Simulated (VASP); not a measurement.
# Zr3S2 (P4/mbm) in VASP: single point with PBE

Aim: the single point of Zr3S2 with PBE.

All numbers are computed with VASP 6.6.1; they aren't measurements. Logs are shortened: lines on timing, memory, paths and dates and some standing lists are left out, and cuts for length are marked.

### 1 The cell of the first run

Symmetry: P4/mbm, No. 127, tetragonal system. Conventional cell: a = 7.153 Å, b = 7.153 Å, c = 3.470 Å, α = 90.00°, β = 90.00°, γ = 90.00°. Within 3.5 Å of Zr (site symmetry m2m) lie 6 S at 2.62 to 2.80 Å and 7 Zr at 3.19 to 3.47 Å. Zr (site symmetry 4/m) has 4 S at 2.73 Å and 10 Zr at 3.21 to 3.47 Å within 3.6 Å. Within 3.5 Å of S (site symmetry m2m) lie 8 Zr at 2.62 to 2.80 Å and 3 S at 3.01 to 3.47 Å.

### 2 Single point, PBE

Input file INCAR:

```
PREC = Accurate ; ENCUT = 520
EDIFF = 1E-7 ; ISMEAR = 0
SIGMA = 0.1 ; LREAL = F
LASPH = T ; NELM = 100
ALGO = Normal ; ISIF = 2
LWAVE = F ; LCHARG = F
GGA = PE ; NBANDS = 59
```

Input file KPOINTS:

```
Automatic mesh
0
Gamma
  6 6 10
```

Input file POSCAR:

```
Zr3S2
1.0
    7.1526274937      0.0000000000      0.0000000000
    0.0000000000      7.1526274937      0.0000000000
    0.0000000000      0.0000000000      3.4701650791
Zr S
6 4
Direct
    0.3423302155      0.1576697845      0.5000000000
    0.6576697845      0.8423302155      0.5000000000
    0.8423302155      0.3423302155      0.5000000000
    0.1576697845      0.6576697845      0.5000000000
    0.0000000000      0.0000000000      0.0000000000
    0.5000000000      0.5000000000      0.0000000000
    0.1485536463      0.3514463537      0.0000000000
    0.8514463537      0.6485536463      0.0000000000
    0.3514463537      0.8514463537      0.0000000000
    0.6485536463      0.1485536463      0.0000000000
```

Potentials or basis: VASP PAW PBE potentials, release 64 (Zr_sv, S).

On the command line:

```sh
$ cat potpaw_PBE.64/Zr_sv/POTCAR potpaw_PBE.64/S/POTCAR > POTCAR
$ mpirun -np 1 vasp_std > vasp.out
```

OUTCAR:

```text
PREC = Accurate
   ENCUT = 520
   EDIFF = 1E-7
   ISMEAR = 0
   LREAL = F
   LASPH = T
   NELM = 100
   ISIF = 2
   GGA = PE

 ion  position               nearest neighbor table
   1  0.342  0.158  0.500-   7 2.62   7 2.62  10 2.80   9 2.80   9 2.80  10 2.80   2 3.19   6 3.21
                             6 3.21   5 3.21   5 3.21   3 3.81   4 3.81   4 3.81   3 3.81
   2  0.658  0.842  0.500-   8 2.62   8 2.62  10 2.80   9 2.80   9 2.80  10 2.80   1 3.19   6 3.21
                             6 3.21   5 3.21   5 3.21   3 3.81   4 3.81   3 3.81   4 3.81
   3  0.842  0.342  0.500-  10 2.62  10 2.62   7 2.80   7 2.80   8 2.80   8 2.80   4 3.19   6 3.21
                             6 3.21   5 3.21   5 3.21   2 3.81   1 3.81   2 3.81   1 3.81
   4  0.158  0.658  0.500-   9 2.62   9 2.62   7 2.80   7 2.80   8 2.80   8 2.80   3 3.19   6 3.21
                             6 3.21   5 3.21   5 3.21   2 3.81   1 3.81   1 3.81   2 3.81
   5  0.000  0.000  0.000-   7 2.73   8 2.73   9 2.73  10 2.73   1 3.21   2 3.21   3 3.21   4 3.21
                             1 3.21   2 3.21   3 3.21   4 3.21
   6  0.500  0.500  0.000-   7 2.73   8 2.73   9 2.73  10 2.73   1 3.21   2 3.21   3 3.21   4 3.21
                             1 3.21   2 3.21   3 3.21   4 3.21
   7  0.149  0.351  0.000-   1 2.62   1 2.62   6 2.73   5 2.73   4 2.80   3 2.80   3 2.80   4 2.80

   8  0.851  0.649  0.000-   2 2.62   2 2.62   6 2.73   5 2.73   4 2.80   3 2.80   3 2.80   4 2.80

   9  0.351  0.851  0.000-   4 2.62   4 2.62   6 2.73   5 2.73   1 2.80   1 2.80   2 2.80   2 2.80

  10  0.649  0.149  0.000-   3 2.62   3 2.62   6 2.73   5 2.73   1 2.80   1 2.80   2 2.80   2 2.80

  LATTYP: Found a simple tetragonal cell.
 ALAT       =     7.1526274937
 C/A-ratio  =     0.4851594861

  Lattice vectors:

 A1 = (   7.1526274937,   0.0000000000,   0.0000000000)
 A2 = (   0.0000000000,   7.1526274937,   0.0000000000)
 A3 = (   0.0000000000,   0.0000000000,   3.4701650791)

Analysis of symmetry for initial positions (statically):
=====================================================================
 Subroutine PRICEL returns:
 Original cell was already a primitive cell.

 Routine SETGRP: Setting up the symmetry group for a
 simple tetragonal supercell.

 Subroutine GETGRP returns: Found 16 space group operations
 (whereof  8 operations were pure point group operations)
 out of a pool of 16 trial point group operations.

The static configuration has the point symmetry C_4h.
 The point group associated with its full space group is D_4h.

Analysis of symmetry for dynamics (positions and initial velocities):
=====================================================================
 Subroutine PRICEL returns:
 Original cell was already a primitive cell.

 Routine SETGRP: Setting up the symmetry group for a
 simple tetragonal supercell.

 Subroutine GETGRP returns: Found 16 space group operations
 (whereof  8 operations were pure point group operations)
 out of a pool of 16 trial point group operations.

The dynamic configuration has the point symmetry C_4h.
 The point group associated with its full space group is D_4h.

 Subroutine INISYM returns: Found 16 space group operations
 (whereof  8 operations are pure point group operations),
 and found     1 'primitive' translations

----------------------------------------------------------------------------------------

                                     Primitive cell

  volume of cell :     177.5339

  direct lattice vectors                    reciprocal lattice vectors
     7.152627494  0.000000000  0.000000000     0.139808763  0.000000000  0.000000000
     0.000000000  7.152627494  0.000000000     0.000000000  0.139808763  0.000000000
     0.000000000  0.000000000  3.470165079     0.000000000  0.000000000  0.288170729

  length of vectors
     7.152627494  7.152627494  3.470165079     0.139808763  0.139808763  0.288170729

  position of ions in fractional coordinates (direct lattice)
     0.342330215  0.157669785  0.500000000
     0.657669785  0.842330215  0.500000000
     0.842330215  0.342330215  0.500000000
     0.157669785  0.657669785  0.500000000
     0.000000000  0.000000000  0.000000000
     0.500000000  0.500000000  0.000000000
     0.148553646  0.351446354  0.000000000
     0.851446354  0.648553646  0.000000000
     0.351446354  0.851446354  0.000000000
     0.648553646  0.148553646  0.000000000

  ion indices of the primitive-cell ions
   primitive index   ion index
                 1           1
                 2           2
                 3           3
                 4           4
                 5           5
                 6           6
                 7           7
                 8           8
                 9           9
                10          10

----------------------------------------------------------------------------------------

 KPOINTS: Automatic mesh

Automatic generation of k-mesh.
 Grid dimensions read from file:
 generate k-points for:    6    6   10

 Generating k-lattice:

  Cartesian coordinates                     Fractional coordinates (reciprocal lattice)
     0.023301460  0.000000000  0.000000000     0.166666667  0.000000000  0.000000000
     0.000000000  0.023301460  0.000000000     0.000000000  0.166666667  0.000000000
     0.000000000  0.000000000  0.028817073     0.000000000  0.000000000  0.100000000

  Length of vectors
     0.023301460  0.023301460  0.028817073

  Shift w.r.t. Gamma in fractional coordinates (k-lattice)
     0.000000000  0.000000000  0.000000000

 Subroutine IBZKPT returns following result:
 ===========================================

 Found     60 irreducible k-points:

 Following reciprocal coordinates:
            Coordinates               Weight
  0.000000  0.000000  0.000000      1.000000
  0.166667  0.000000  0.000000      4.000000
  0.333333  0.000000  0.000000      4.000000
  0.500000  0.000000  0.000000      2.000000
  0.166667  0.166667  0.000000      4.000000
  0.333333  0.166667  0.000000      8.000000
[... 16 lines left out ...]
  0.333333  0.000000  0.200000      8.000000
  0.500000  0.000000  0.200000      4.000000
 [... further k-points ...]
   k-points           NKPTS =     60   k-points in BZ     NKDIM =     60   number of bands    NBANDS=     59
   number of dos      NEDOS =    301   number of ions     NIONS =     10
   total plane-waves  NPLWV =  81648
   dimension x,y,z NGX =    54 NGY =   54 NGZ =   28
   dimension x,y,z NGXF=   108 NGYF=  108 NGZF=   56
   ions per type =               6   4
   NGX,Y,Z   is equivalent  to a cutoff of  12.55, 12.55, 13.41 a.u.
   NGXF,Y,Z  is equivalent  to a cutoff of  25.10, 25.10, 26.83 a.u.
 SYSTEM =  unknown system
   PREC   = accura    normal or accurate (medium, high low for compatibility)
   ISTART =      0    job   : 0-new  1-cont  2-samecut
   ICHARG =      2    charge: 1-file 2-atom 10-const
   ISPIN  =      1    spin polarized calculation?
   LNONCOLLINEAR =      F non collinear calculations
   LSORBIT =      F    spin-orbit coupling
   LASPH  =      T    aspherical Exc in radial PAW
   ENCUT  =  520.0 eV  38.22 Ry    6.18 a.u.  13.30 13.30  6.45*2*pi/ulx,y,z
   NELM   =    100;   NELMIN=  2; NELMDL= -5     # of ELM steps
   EDIFF  = 0.1E-06   stopping-criterion for ELM
   LREAL  =      F    real-space projection
   EDIFFG = 0.1E-05   stopping-criterion for IOM
   NSW    =      0    number of steps for IOM
   IBRION =     -1    ionic relax: 0-MD 1-quasi-New 2-CG
   NFREE  =      0    steps in history (QN), initial steepest desc. (CG)
   ISIF   =      2    stress and relaxation
   ISYM   =      2    0-nonsym 1-usesym 2-fastsym
   POTIM  = 0.5000    time-step for ionic-motion
   TEBEG  =    0.0;   TEEND  =   0.0 temperature during run
   PSTRESS=    0.0 pullay stress
   NELECT =      96.0000    total number of electrons
   NUPDOWN=      -1.0000    fix difference up-down
   EMIN   =  10.00;   EMAX   =-10.00  energy-range for DOS
   EFERMI =   0.00;   METHOD = LEGACY
   ISMEAR =     0;   SIGMA  =   0.10  broadening in eV -4-tet -1-fermi 0-gaus
   EFERMI_NEDOS =   21; number of points for ismear=-14 and -15
   IALGO  =     38    algorithm
   IMIX   =      4    mixing-type and parameters
     AMIX     =   0.40;   BMIX     =  1.00
     AMIX_MAG =   1.60;   BMIX_MAG =  1.00
  volume/ion in A,a.u.               =      17.75       119.81
  Fermi-wavevector in a.u.,A,eV,Ry     =   1.333741  2.520405 24.202924  1.778865
  Thomas-Fermi vector in A             =   2.462576
   LORBIT       =      0    0 simple, 1 ext, 2 COOP (PROOUT), +10 PAW based schemes
   GGA     = PE    functional components
   LHFCALC =     F    Hartree Fock is set to
   AEXX    =    0.0000 exact exchange contribution
   IVDW    =     0    specifies the selected vdW correction
   LEPSILON=     F    determine dielectric tensor
   LRPA    =     F    only Hartree local field effects (RPA)
 non-spin polarized calculation
 Gauss-broadening in eV      SIGMA  =   0.10
  energy-cutoff  :      520.00
  volume of cell :      177.53
 maximum number of plane-waves:      4818
 NGX is ok and might be reduce to    54
   NGX = 27   NGY = 27   NGZ = 13

 number of electron      96.0000009 magnetization

 Free energy of the ion-electron system (eV)
  ---------------------------------------------------
  ext. energy  EPLUGINS =         0.00000000
  ---------------------------------------------------
  free energy    TOTEN  =       -79.32550876 eV

  energy without entropy =      -79.30357633  energy(sigma->0) =      -79.31454255

 E-fermi :  11.0081     XC(G=0): -11.6804

 val. band max:       10.9933781776   @ k =   0.3333   0.1667   0.1000
 cond. band min:      11.0118239417   @ k =   0.0000   0.0000   0.3000
 fundamental gap:      0.0184457641
 Fermi energy:        11.0080945421

 k-point     1 :       0.0000    0.0000    0.0000
  band No.  band energies     occupation
      1     -38.3664      2.00000
      2     -38.3475      2.00000
      3     -38.3271      2.00000
      4     -38.3271      2.00000
      5     -37.6865      2.00000
      6     -37.6793      2.00000
[... 1477 lines left out ...]
     58      12.7850      0.00000
     59      13.5061      0.00000

 [... further k-points ...]

------------------------ aborting loop because EDIFF is reached ----------------------------------------

  FORCE on cell =-STRESS in cart. coord.  units (eV):
  Direction    XX          YY          ZZ          XY          YZ          ZX
  --------------------------------------------------------------------------------------
  -------------------------------------------------------------------------------------
  Total        0.1079715      0.1079715      0.0427366      0.0000000      0.0000000      0.0000000
  in kB        0.9744023      0.9744023      0.3856821      0.0000000      0.0000000      0.0000000
  external PRESSURE =       0.7781622 kB  Pullay stress =       0.0000000 kB

 VOLUME and BASIS-vectors are now :
 -----------------------------------------------------------------------------
  energy-cutoff  :      520.00
  volume of cell :      177.53
      direct lattice vectors                 reciprocal lattice vectors
     7.152627494  0.000000000  0.000000000     0.139808763  0.000000000  0.000000000
     0.000000000  7.152627494  0.000000000     0.000000000  0.139808763  0.000000000
     0.000000000  0.000000000  3.470165079     0.000000000  0.000000000  0.288170729

 POSITION                                       TOTAL-FORCE (eV/Angst)
 -----------------------------------------------------------------------------------
      2.44856      1.12775      1.73508        -0.003151      0.003151     -0.000000
      4.70407      6.02487      1.73508         0.003151     -0.003151      0.000000
      6.02487      2.44856      1.73508        -0.003151     -0.003151      0.000000
      1.12775      4.70407      1.73508         0.003151      0.003151      0.000000
      0.00000      0.00000      0.00000         0.000000      0.000000      0.000000
      3.57631      3.57631      0.00000         0.000000      0.000000      0.000000
      1.06255      2.51376      0.00000        -0.003675      0.003675     -0.000000
      6.09008      4.63886      0.00000         0.003675     -0.003675      0.000000
      2.51376      6.09008      0.00000         0.003675      0.003675      0.000000
      4.63886      1.06255      0.00000        -0.003675     -0.003675      0.000000
 -----------------------------------------------------------------------------------
    total drift:                                0.000000      0.000000      0.000000

  FREE ENERGIE OF THE ION-ELECTRON SYSTEM (eV)
  ---------------------------------------------------
  free  energy   TOTEN  =       -79.3255087650 eV

  energy  without entropy=      -79.3035763341  energy(sigma->0) =      -79.31454255
```

Run time: 13 min. Hardware: 1 thread of Intel Xeon Platinum 8259CL at 2.50GHz (Skylake/Cascade Lake), shared host; peak memory 0.56 GiB.

Results:

```
Free energy            : -79.3255 eV
Pressure               : 0.1 GPa
Largest force          : 0.005 eV/Å
Band gap on the k mesh : zero (bands 48 and 49 overlap by 0.42 eV)
```

Forces in eV/Å, atoms in the order of the input:
```
Zr  -0.003  0.003  0.000
Zr   0.003 -0.003  0.000
Zr  -0.003 -0.003  0.000
Zr   0.003  0.003  0.000
Zr   0.000  0.000  0.000
Zr   0.000  0.000  0.000
S   -0.004  0.004  0.000
S    0.004 -0.004  0.000
S    0.004  0.004  0.000
S   -0.004 -0.004  0.000
```
